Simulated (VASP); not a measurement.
# Mg5O (P-3m1) in VASP: a series of runs, part 2 of 2

VASP 6.6.1. The steps go on from the part before.

## (4) Relaxation of cell and atoms, PBE

This run uses another cell than the first one: it holds 12 atoms, not 6.

Contents of INCAR:

```
SYSTEM = Mg5O
PREC = Accurate
ENCUT = 600
EDIFF = 1E-7
ISMEAR = 0
SIGMA = 0.2
LREAL = .FALSE.
LASPH = .TRUE.
NELM = 80
ALGO = Normal
ISIF = 3
LWAVE = .FALSE.
LCHARG = .FALSE.
GGA = PE
IBRION = 2
NSW = 36
EDIFFG = -0.08
```

Contents of KPOINTS:

```
regular mesh
0
G
  6 6 1
  0 0 0
```

Contents of POSCAR:

```
Mg5O
1.0
    3.1000000000      0.0000000000      0.0000000000
   -1.5500000000      2.6846787500      0.0000000000
    0.0000000000      0.0000000000     24.4000000000
Mg O
10 2
Direct
    0.0000000000      0.0000000000      0.0000000000
    0.6666666700      0.3333333300      0.9020000000
    0.3333333300      0.6666666700      0.0980000000
    0.3333333300      0.6666666700      0.8010000000
    0.0000000000      0.0000000000      0.7010000000
    0.6666666700      0.3333333300      0.1990000000
    0.0000000000      0.0000000000      0.2990000000
    0.0000000000      0.0000000000      0.5000000000
    0.6666666700      0.3333333300      0.6000000000
    0.3333333300      0.6666666700      0.4000000000
    0.6666666700      0.3333333300      0.0490000000
    0.3333333300      0.6666666700      0.9510000000
```

Launch:

```sh
cat potpaw_PBE.64/Mg/POTCAR potpaw_PBE.64/O/POTCAR > POTCAR
mpirun -np 1 vasp_std > vasp.out
```

Run time: 7.2 min. Hardware: 1 thread of Intel Xeon Platinum 8124M at 3.00GHz (Skylake/Cascade Lake), shared host; peak memory 0.42 GiB.

The run converged. Its results:

```yaml
Free_energy: -34.7295 eV
Relaxed_volume: 18.11 Å³/atom
Relaxed_cell: a = 3.118 Å, b = 3.118 Å, c = 25.806 Å, α = 90.00°, β = 90.00°, γ = 120.00°
Space_group_after_relaxing_to_0.05_Å: P-3m1 (No. 164)
Energy_gained_by_relaxing: 26.2 meV/atom
Ionic_steps: 8
Pressure_after_relaxing: 0.0 GPa
Largest_force_after_relaxing: 0.069 eV/Å
Band_gap_on_the_k_mesh: zero (band 16 reaches 3.89 eV, above the bottom of band 17 at 2.30 eV)
```

Forces on the atoms (eV/Å):
```
Mg   0.000  0.000  0.000
Mg   0.000  0.000  0.026
Mg   0.000  0.000 -0.026
Mg   0.000  0.000  0.069
Mg   0.000  0.000  0.034
Mg   0.000  0.000 -0.069
Mg   0.000  0.000 -0.034
Mg   0.000  0.000  0.000
Mg   0.000  0.000 -0.015
Mg   0.000  0.000  0.015
O    0.000  0.000  0.059
O    0.000  0.000 -0.059
```

Stress tensor (GPa, compression positive):
```
-0.08  0.00  0.00
 0.00 -0.08  0.00
 0.00  0.00  0.15
```

The path:
```csv
step,energy change (eV),largest force (eV/Å),pressure (GPa),volume (Å³)
1,0.0000,0.2419,3.99,203.07
2,-0.2563,0.3624,0.06,215.66
3,-0.2613,0.4303,-0.53,217.89
4,-0.2906,0.2501,-0.29,217.20
5,-0.2968,0.2060,-0.09,216.71
6,-0.3056,0.1202,0.10,216.21
7,-0.3105,0.0948,0.41,215.44
8,-0.3148,0.0689,-0.01,217.29
```

Final structure:
```yaml
crystal:
  lattice:
    - [3.11814, 0.00000, 0.00000]
    - [-1.55907, 2.70039, 0.00000]
    - [0.00000, 0.00000, 25.80605]
  atoms:
    - { symbol: Mg, position: [0.00000, 0.00000, 0.00000] }
    - { symbol: Mg, position: [0.66667, 0.33333, 0.90458] }
    - { symbol: Mg, position: [0.33333, 0.66667, 0.09542] }
    - { symbol: Mg, position: [0.33333, 0.66667, 0.80256] }
    - { symbol: Mg, position: [0.00000, 0.00000, 0.70005] }
    - { symbol: Mg, position: [0.66667, 0.33333, 0.19744] }
    - { symbol: Mg, position: [0.00000, 0.00000, 0.29995] }
    - { symbol: Mg, position: [0.00000, 0.00000, 0.50000] }
    - { symbol: Mg, position: [0.66667, 0.33333, 0.60003] }
    - { symbol: Mg, position: [0.33333, 0.66667, 0.39997] }
    - { symbol: O, position: [0.66667, 0.33333, 0.04684] }
    - { symbol: O, position: [0.33333, 0.66667, 0.95316] }
```

Levels at points of the mesh, in eV from the Fermi level:
| k point | band 14 | band 15 | band 16 | band 17 | band 18 | band 19 |
| --- | --- | --- | --- | --- | --- | --- |
| (0.00, 0.00, 0.00) | -4.09 | -3.59 | -2.35 | -1.36 | 0.12 | 0.55 |
| (0.50, 0.00, 0.00) | -1.55 | -1.29 | -0.86 | -0.54 | -0.24 | 0.17 |

Caveat: the k points lie up to 0.39 Å⁻¹ apart in the final cell; the relaxation stopped at a loose force limit of 0.08 eV/Å, so its end isn't a converged minimum.

## (5) Single point, PBE

This run uses another cell than the first one: it holds 12 atoms, not 6.

Contents of INCAR:

```
ALGO = Normal ; EDIFF = 1E-6
ENCUT = 520 ; GGA = PE
ISIF = 2 ; ISMEAR = 0
LASPH = T ; LCHARG = F
LREAL = F ; LWAVE = F
NBANDS = 28 ; NELM = 80
PREC = Accurate ; SIGMA = 0.2
```

Contents of KPOINTS:

```
k-points
0
Gamma
  12 12 1
```

Contents of POSCAR:

```
Mg5O
1.0
    3.1261218724      0.0000000000      0.0000000000
   -1.5630609362      2.7073009568      0.0000000000
    0.0000000000      0.0000000000     25.8736475812
Mg O
10 2
Direct
    1.0000000000      0.0000000000      0.0000000000
    0.6666666667      0.3333333333      0.9048897084
    0.3333333333      0.6666666667      0.0951102916
    0.3333333333      0.6666666667      0.8043551609
    0.0000000000      0.0000000000      0.7028269573
    0.6666666667      0.3333333333      0.1956448391
    1.0000000000      1.0000000000      0.2971730427
    0.0000000000      0.0000000000      0.5000000000
    0.6666666667      0.3333333333      0.6017325985
    0.3333333333      0.6666666667      0.3982674015
    0.6666666667      0.3333333333      0.0468781905
    0.3333333333      0.6666666667      0.9531218095
```

Launch:

```sh
cat potpaw_PBE.64/Mg/POTCAR potpaw_PBE.64/O/POTCAR > POTCAR
mpirun -np 1 vasp_std > vasp.out
```

Run time: 2.2 min. Hardware: 1 thread of Intel Xeon Platinum 8124M at 3.00GHz (Skylake/Cascade Lake), shared host; peak memory 0.36 GiB.

The run converged. Its results:

```
Free energy            : -34.8565 eV
Pressure               : -0.2 GPa
Largest force          : 0.014 eV/Å
Band gap on the k mesh : zero (band 16 reaches 4.45 eV, above the bottom of band 17 at 2.24 eV)
```

Forces in eV/Å, atoms in the order of the input:
```
Mg   0.000  0.000  0.000
Mg   0.000  0.000  0.011
Mg   0.000  0.000 -0.011
Mg   0.000  0.000  0.004
Mg   0.000  0.000 -0.004
Mg   0.000  0.000 -0.004
Mg   0.000  0.000  0.004
Mg   0.000  0.000  0.000
Mg   0.000  0.000  0.000
Mg   0.000  0.000  0.000
O    0.000  0.000 -0.014
O    0.000  0.000  0.014
```

Stress tensor (GPa, compression positive):
```
-0.16  0.00  0.00
 0.00 -0.16  0.00
 0.00  0.00 -0.37
```

Levels at points of the mesh, in eV from the Fermi level:
```
           k point  band 14  band 15  band 16  band 17  band 18  band 19
(0.00, 0.00, 0.00)    -3.97    -3.50    -2.24    -1.28     0.23     0.59
(0.50, 0.00, 0.00)    -1.45    -1.18    -0.75    -0.44    -0.15     0.27
```

## (6) Single point, PBE

This run uses another cell than the first one: it holds 12 atoms, not 6.

Contents of INCAR:

```
SYSTEM = Mg5O
PREC = Accurate ; ENCUT = 520
EDIFF = 1E-6 ; ISMEAR = 0
SIGMA = 0.1 ; LREAL = .FALSE.
LASPH = .TRUE. ; NELM = 60
ALGO = Normal ; ISIF = 2
LWAVE = .FALSE. ; LCHARG = .FALSE.
GGA = PE ; NBANDS = 28
```

Contents of KPOINTS:

```
regular mesh
0
G
  12 12 2
  0 0 0
```

Edit POSCAR of step 5 so:

```diff
@@ -8,3 +8,3 @@
 Direct
-    1.0000000000      0.0000000000      0.0000000000
+    0.0000000000      0.0000000000      0.0000000000
     0.6666666667      0.3333333333      0.9048897084
@@ -14,3 +14,3 @@
     0.6666666667      0.3333333333      0.1956448391
-    1.0000000000      1.0000000000      0.2971730427
+    0.0000000000      0.0000000000      0.2971730427
     0.0000000000      0.0000000000      0.5000000000
```

Potentials or basis: VASP PAW PBE potentials, release 64 (Mg, O).

Launch:

```sh
cat potpaw_PBE.64/Mg/POTCAR potpaw_PBE.64/O/POTCAR > POTCAR
mpirun -np 1 vasp_std > vasp.out
```

Wall time 4.2 min (1 thread of Intel Xeon Platinum 8124M at 3.00GHz (Skylake/Cascade Lake), shared host); peak memory 0.44 GiB.

Results (log left out):

| Item | Value |
| --- | --- |
| Free energy | -34.8093 eV |
| Pressure | -0.2 GPa |
| Largest force | 0.025 eV/Å |
| Band gap on the k mesh | zero (band 16 reaches 4.47 eV, above the bottom of band 17 at 2.24 eV) |

Forces in eV/Å, atoms in the order of the input:
```
Mg   0.000  0.000  0.000
Mg   0.000  0.000  0.025
Mg   0.000  0.000 -0.025
Mg   0.000  0.000  0.002
Mg   0.000  0.000 -0.003
Mg   0.000  0.000 -0.002
Mg   0.000  0.000  0.003
Mg   0.000  0.000  0.000
Mg   0.000  0.000 -0.001
Mg   0.000  0.000  0.001
O    0.000  0.000 -0.003
O    0.000  0.000  0.003
```

Levels at points of the mesh, in eV from the Fermi level:
| k point | band 13 | band 14 | band 15 | band 16 | band 17 | band 18 | band 19 | band 20 |
| --- | --- | --- | --- | --- | --- | --- | --- | --- |
| (0.00, 0.00, 0.00) | -4.12 | -3.96 | -3.48 | -2.22 | -1.27 | 0.25 | 0.61 | 2.33 |
| (0.50, 0.00, 0.00) | -1.45 | -1.44 | -1.16 | -0.73 | -0.42 | -0.14 | 0.29 | 0.44 |
| (0.00, 0.00, 0.50) | -4.12 | -4.12 | -3.11 | -2.54 | -0.88 | -0.34 | 1.39 | 1.56 |
| (0.50, 0.00, 0.50) | -1.48 | -1.44 | -1.13 | -0.74 | -0.41 | -0.20 | 0.40 | 0.40 |

## (7) The runs side by side

| task | cell | k mesh | cutoff (eV) | smearing | gap on the mesh (eV) | pressure (GPa) | relaxed volume (Å³/atom) | largest force (eV/Å) |
| --- | --- | --- | --- | --- | --- | --- | --- | --- |
| relaxation of cell and atoms | relaxed from a = 3.100, b = 3.100, c = 11.500 Å, angles 90.0, 90.0, 120.0°, 6 atoms | 6 × 6 × 2 | 600 | gaussian 0.2 eV | none | 0.2 | 18.22 | 0.05 |
| single point | a = 3.149, b = 3.149, c = 12.807 Å, angles 90.0, 90.0, 120.0°, 6 atoms | 12 × 12 × 4 | 520 | gaussian 0.1 eV | none | -0.2 | - | 0.01 |
| relaxation of cell and atoms | relaxed from a = 3.100, b = 3.100, c = 24.400 Å, angles 90.0, 90.0, 120.0°, 12 atoms | 6 × 6 × 1 | 600 | gaussian 0.2 eV | none | 0.0 | 18.11 | 0.07 |
| single point | a = 3.126, b = 3.126, c = 25.874 Å, angles 90.0, 90.0, 120.0°, 12 atoms | 12 × 12 × 1 | 520 | gaussian 0.2 eV | none | -0.2 | - | 0.01 |
| single point | a = 3.126, b = 3.126, c = 25.874 Å, angles 90.0, 90.0, 120.0°, 12 atoms | 12 × 12 × 2 | 520 | gaussian 0.1 eV | none | -0.2 | - | 0.02 |

Alike in all rows: level PBE; potentials or basis VASP PAW PBE potentials, release 64 (Mg, O); no spin polarisation.

Caveats: some runs use coarse meshes; the relaxation stopped at a loose force limit of 0.08 eV/Å, so its end isn't a converged minimum (some runs).

Total energies depend on the potentials used, so only differences within one code and one set of settings carry meaning.
